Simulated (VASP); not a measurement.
# Sb2Mo in VASP: notebook

Runs on Sb2Mo. Level: PBE. Tasks: single point, molecular dynamics.

Program: VASP 6.6.1. These are calculated values, not measurements. Logs are shortened: lines on timing, memory, paths and dates and some standing lists are left out, and cuts for length are marked.

### Step 1. The cell of the first run

The cell holds an amorphous packing of atoms, 6 atoms: a = 5.185 Å, b = 5.337 Å, c = 5.025 Å, α = 96.72°, β = 92.43°, γ = 106.26°.

### Step 2. Single point, PBE

File INCAR:

```
SYSTEM = Sb2Mo
  ALGO = Normal
  EDIFF = 1E-7
  ENCUT = 520
  GGA = PE
  ISIF = 2
  ISMEAR = -1
  LASPH = .TRUE.
  LCHARG = .FALSE.
  LREAL = .FALSE.
  LWAVE = .FALSE.
  NBANDS = 33
  NELM = 100
  PREC = Accurate
  SIGMA = 0.1
```

File KPOINTS:

```
k-points
0
G
  3 3 3
  0 0 0
```

File POSCAR:

```
Sb2Mo
1.0
    5.1783430000     -0.2492400000      0.0685340000
   -1.2452760000      5.1892600000     -0.0648020000
   -0.3093150000     -0.6166220000      4.9778910000
Mo Sb
2 4
Direct
    0.1757927908      0.0531386867      0.1843655697
    0.1615655272      0.3485060079      0.7018946687
    0.5760964755      0.1536840814      0.7817404680
    0.9636954231      0.4925976395      0.2156779669
    0.5128001535      0.7096222126      0.1181758887
    0.8932725099      0.7875207788      0.6945273376
```

Potentials or basis: VASP PAW PBE potentials, release 64 (Mo_sv, Sb).

Run with:

```sh
cat potpaw_PBE.64/Mo_sv/POTCAR potpaw_PBE.64/Sb/POTCAR > POTCAR
mpirun -np 1 vasp_std > vasp.out
```

OUTCAR:

```text
SYSTEM = Sb2Mo
   EDIFF = 1E-7
   ENCUT = 520
   GGA = PE
   ISIF = 2
   ISMEAR = -1
   LASPH = .TRUE.
   LREAL = .FALSE.
   NELM = 100
   PREC = Accurate

 ion  position               nearest neighbor table
   1  0.176  0.053  0.184-   6 2.82   4 2.85   5 2.87   2 2.89   4 2.91   3 2.95   2 3.05   6 3.28
                             5 3.39   3 3.48   5 3.51
   2  0.162  0.349  0.702-   3 2.67   5 2.86   4 2.88   1 2.89   4 2.92   6 2.92   3 2.98   6 3.04
                             1 3.05
   3  0.576  0.154  0.782-   2 2.67   6 2.89   1 2.95   4 2.96   2 2.98   5 3.02   5 3.34   6 3.41
                             1 3.48   6 3.51
   4  0.964  0.493  0.216-   6 2.81   5 2.84   1 2.85   2 2.88   1 2.91   2 2.92   5 2.93   3 2.96
                             6 3.27
   5  0.513  0.710  0.118-   4 2.84   2 2.86   1 2.87   4 2.93   6 2.95   3 3.02   3 3.34   6 3.35
                             1 3.39   1 3.51
   6  0.893  0.788  0.695-   4 2.81   1 2.82   3 2.89   2 2.92   5 2.95   2 3.04   4 3.27   1 3.28
                             5 3.35   3 3.41   3 3.51

  LATTYP: Found a triclinic cell.
 ALAT       =     5.1847906141
 B/A-ratio  =     1.6235401919
 C/A-ratio  =     1.4515435828
 COS(alpha) =     0.0067722655
 COS(beta)  =     0.4620363736
 COS(gamma) =     0.7934253776

  Lattice vectors:

 A1 = (  -5.1783430000,   0.2492400000,  -0.0685340000)
 A2 = (  -6.4236190000,   5.4385000000,  -0.1333360000)
 A3 = (  -3.6237520000,  -4.3233980000,  -4.9816230000)

Analysis of symmetry for initial positions (statically):
=====================================================================
 Subroutine PRICEL returns:
 Original cell was already a primitive cell.

 Routine SETGRP: Setting up the symmetry group for a
 triclinic supercell.

 Subroutine GETGRP returns: Found  1 space group operations
 (whereof  1 operations were pure point group operations)
 out of a pool of  2 trial point group operations.

The static configuration has the point symmetry C_1 .

Analysis of symmetry for dynamics (positions and initial velocities):
=====================================================================
 Subroutine PRICEL returns:
 Original cell was already a primitive cell.

 Routine SETGRP: Setting up the symmetry group for a
 triclinic supercell.

 Subroutine GETGRP returns: Found  1 space group operations
 (whereof  1 operations were pure point group operations)
 out of a pool of  2 trial point group operations.

The dynamic configuration has the point symmetry C_1 .

 Subroutine INISYM returns: Found  1 space group operations
 (whereof  1 operations are pure point group operations),
 and found     1 'primitive' translations

----------------------------------------------------------------------------------------

                                     Primitive cell

  volume of cell :     132.1704

  direct lattice vectors                    reciprocal lattice vectors
     5.178343000 -0.249240000  0.068534000     0.195139024  0.047052064  0.017953942
    -1.245276000  5.189260000 -0.064802000     0.009067307  0.195190574  0.024742096
    -0.309315000 -0.616622000  4.977891000    -0.002568573  0.001893186  0.200963195

  length of vectors
     5.184790614  5.336977699  5.025464881     0.201532825  0.196961284  0.200988526

  position of ions in fractional coordinates (direct lattice)
     0.175792791  0.053138687  0.184365570
     0.161565527  0.348506008  0.701894669
     0.576096476  0.153684081  0.781740468
     0.963695423  0.492597639  0.215677967
     0.512800154  0.709622213  0.118175889
     0.893272510  0.787520779  0.694527338

  ion indices of the primitive-cell ions
   primitive index   ion index
                 1           1
                 2           2
                 3           3
                 4           4
                 5           5
                 6           6

----------------------------------------------------------------------------------------

 KPOINTS: k-points

Automatic generation of k-mesh.
 Grid dimensions read from file:
 generate k-points for:    3    3    3

 Generating k-lattice:

  Cartesian coordinates                     Fractional coordinates (reciprocal lattice)
     0.065046341  0.015684021  0.005984647     0.333333333 -0.000000000  0.000000000
     0.003022436  0.065063525  0.008247365     0.000000000  0.333333333 -0.000000000
    -0.000856191  0.000631062  0.066987732     0.000000000 -0.000000000  0.333333333

  Length of vectors
     0.067177608  0.065653761  0.066996175

  Shift w.r.t. Gamma in fractional coordinates (k-lattice)
     0.000000000  0.000000000  0.000000000

 Subroutine IBZKPT returns following result:
 ===========================================

 Found     14 irreducible k-points:

 Following reciprocal coordinates:
            Coordinates               Weight
  0.000000  0.000000  0.000000      1.000000
  0.333333 -0.000000  0.000000      2.000000
  0.000000  0.333333  0.000000      2.000000
  0.333333  0.333333 -0.000000      2.000000
 -0.333333  0.333333 -0.000000      2.000000
  0.000000  0.000000  0.333333      2.000000
  0.333333  0.000000  0.333333      2.000000
 -0.333333  0.000000  0.333333      2.000000
  0.000000  0.333333  0.333333      2.000000
  0.333333  0.333333  0.333333      2.000000
 -0.333333  0.333333  0.333333      2.000000
  0.000000 -0.333333  0.333333      2.000000
  0.333333 -0.333333  0.333333      2.000000
 -0.333333 -0.333333  0.333333      2.000000
   k-points           NKPTS =     14   k-points in BZ     NKDIM =     14   number of bands    NBANDS=     33
   number of dos      NEDOS =    301   number of ions     NIONS =      6
   total plane-waves  NPLWV =  64000
   dimension x,y,z NGX =    40 NGY =   40 NGZ =   40
   dimension x,y,z NGXF=    80 NGYF=   80 NGZF=   80
   ions per type =               2   4
   NGX,Y,Z   is equivalent  to a cutoff of  12.83, 12.46, 13.23 a.u.
   NGXF,Y,Z  is equivalent  to a cutoff of  25.65, 24.92, 26.46 a.u.
 SYSTEM =  Sb2Mo
   PREC   = accura    normal or accurate (medium, high low for compatibility)
   ISTART =      0    job   : 0-new  1-cont  2-samecut
   ICHARG =      2    charge: 1-file 2-atom 10-const
   ISPIN  =      1    spin polarized calculation?
   LNONCOLLINEAR =      F non collinear calculations
   LSORBIT =      F    spin-orbit coupling
   LASPH  =      T    aspherical Exc in radial PAW
   ENCUT  =  520.0 eV  38.22 Ry    6.18 a.u.   9.64  9.92  9.34*2*pi/ulx,y,z
   NELM   =    100;   NELMIN=  2; NELMDL= -5     # of ELM steps
   EDIFF  = 0.1E-06   stopping-criterion for ELM
   LREAL  =      F    real-space projection
   EDIFFG = 0.1E-05   stopping-criterion for IOM
   NSW    =      0    number of steps for IOM
   IBRION =     -1    ionic relax: 0-MD 1-quasi-New 2-CG
   NFREE  =      0    steps in history (QN), initial steepest desc. (CG)
   ISIF   =      2    stress and relaxation
   ISYM   =      2    0-nonsym 1-usesym 2-fastsym
   POTIM  = 0.5000    time-step for ionic-motion
   TEBEG  =    0.0;   TEEND  =   0.0 temperature during run
   PSTRESS=    0.0 pullay stress
   NELECT =      48.0000    total number of electrons
   NUPDOWN=      -1.0000    fix difference up-down
   EMIN   =  10.00;   EMAX   =-10.00  energy-range for DOS
   EFERMI =   0.00;   METHOD = LEGACY
   ISMEAR =    -1;   SIGMA  =   0.10  broadening in eV -4-tet -1-fermi 0-gaus
   EFERMI_NEDOS =   21; number of points for ismear=-14 and -15
   IALGO  =     38    algorithm
   IMIX   =      4    mixing-type and parameters
     AMIX     =   0.40;   BMIX     =  1.00
     AMIX_MAG =   1.60;   BMIX_MAG =  1.00
  volume/ion in A,a.u.               =      22.03       148.66
  Fermi-wavevector in a.u.,A,eV,Ry     =   1.168003  2.207205 18.561475  1.364230
  Thomas-Fermi vector in A             =   2.304495
   LORBIT       =      0    0 simple, 1 ext, 2 COOP (PROOUT), +10 PAW based schemes
   GGA     = PE    functional components
[... 5 lines left out ...]
 non-spin polarized calculation
  energy-cutoff  :      520.00
  volume of cell :      132.17
 maximum number of plane-waves:      3570
 NGX is ok and might be reduce to    40
   NGX = 19   NGY = 19   NGZ = 19

 number of electron      48.0000001 magnetization

 Free energy of the ion-electron system (eV)
  ---------------------------------------------------
  ext. energy  EPLUGINS =         0.00000000
  ---------------------------------------------------
  free energy    TOTEN  =       -34.39007408 eV

  energy without entropy =      -34.21477815  energy(sigma->0) =      -34.30242612

 E-fermi :  10.0724     XC(G=0): -11.1326

 val. band max:       10.0508055123   @ k =  -0.3333   0.3333  -0.0000
 cond. band min:      10.1317913384   @ k =   0.3333  -0.0000   0.0000
 fundamental gap:      0.0809858261
 Fermi energy:        10.0723502221

 k-point     1 :       0.0000    0.0000    0.0000
  band No.  band energies     occupation
      1     -50.8559      2.00000
      2     -50.7929      2.00000
      3     -25.0872      2.00000
      4     -25.0148      2.00000
      5     -24.9720      2.00000
      6     -24.9219      2.00000
[... 25 lines left out ...]
     32      12.8289      0.00000
     33      13.4771      0.00000

 k-point     2 :       0.3333   -0.0000    0.0000
  band No.  band energies     occupation
      1     -50.8559      2.00000
      2     -50.7929      2.00000
      3     -25.0870      2.00000
      4     -25.0152      2.00000
      5     -24.9732      2.00000
      6     -24.9223      2.00000
[... 25 lines left out ...]
     32      13.3352      0.00000
     33      13.7830      0.00000
[... 394 lines left out ...]
     32      14.2178      0.00000
     33      14.5024      0.00000

 k-point    14 :      -0.3333   -0.3333    0.3333
  band No.  band energies     occupation
      1     -50.8504      2.00000
      2     -50.7984      2.00000
      3     -25.0851      2.00000
      4     -25.0388      2.00000
      5     -24.9587      2.00000
      6     -24.9205      2.00000
[... 25 lines left out ...]
     32      13.4465      0.00000
     33      14.0077      0.00000

------------------------ aborting loop because EDIFF is reached ----------------------------------------

  FORCE on cell =-STRESS in cart. coord.  units (eV):
  Direction    XX          YY          ZZ          XY          YZ          ZX
  --------------------------------------------------------------------------------------
  -------------------------------------------------------------------------------------
  Total        8.8513775      3.5118515      3.6459765     -2.9736746      0.7212384     -1.0367853
  in kB      107.2968775     42.5708535     44.1967245    -36.0470445      8.7428905    -12.5679680
  external PRESSURE =      64.6881518 kB  Pullay stress =       0.0000000 kB

 VOLUME and BASIS-vectors are now :
 -----------------------------------------------------------------------------
  energy-cutoff  :      520.00
  volume of cell :      132.17
      direct lattice vectors                 reciprocal lattice vectors
     5.178343000 -0.249240000  0.068534000     0.195139024  0.047052064  0.017953942
    -1.245276000  5.189260000 -0.064802000     0.009067307  0.195190574  0.024742096
    -0.309315000 -0.616622000  4.977891000    -0.002568573  0.001893186  0.200963195

 POSITION                                       TOTAL-FORCE (eV/Angst)
 -----------------------------------------------------------------------------------
      0.78712      0.11825      0.92636         0.833469     -0.187693      0.419987
      0.18555      1.33542      3.48244        -0.866945     -0.545459     -0.063934
      2.55004      0.17188      3.92094        -1.111116      0.670110     -1.084922
      4.31021      2.18303      1.10775         0.716524     -1.459007     -0.046481
      1.73523      3.48173      0.57743        -0.422956      0.416158      0.558103
      3.43016      3.43575      3.46747         0.851024      1.105892      0.217246
 -----------------------------------------------------------------------------------
    total drift:                               -0.000267     -0.000338     -0.000404

  FREE ENERGIE OF THE ION-ELECTRON SYSTEM (eV)
  ---------------------------------------------------
  free  energy   TOTEN  =       -34.3900740848 eV

  energy  without entropy=      -34.2147781493  energy(sigma->0) =      -34.30242612
```

Wall time 42 s (1 thread of Intel Xeon 6975P-C (Granite Rapids), shared host); peak memory 0.25 GiB.

What came out:

- Free energy: -34.3901 eV
- Pressure: 6.5 GPa
- Largest force: 1.691 eV/Å

Forces in eV/Å, atoms in the order of the input:
```
Mo   0.833 -0.188  0.420
Mo  -0.867 -0.545 -0.064
Sb  -1.111  0.670 -1.085
Sb   0.717 -1.459 -0.046
Sb  -0.423  0.416  0.558
Sb   0.851  1.106  0.217
```

Caveat: the k points lie up to 0.42 Å⁻¹ apart; spin-orbit coupling is left out, which moves the levels of the heavy elements.

(Continued in part 2 of 3.)
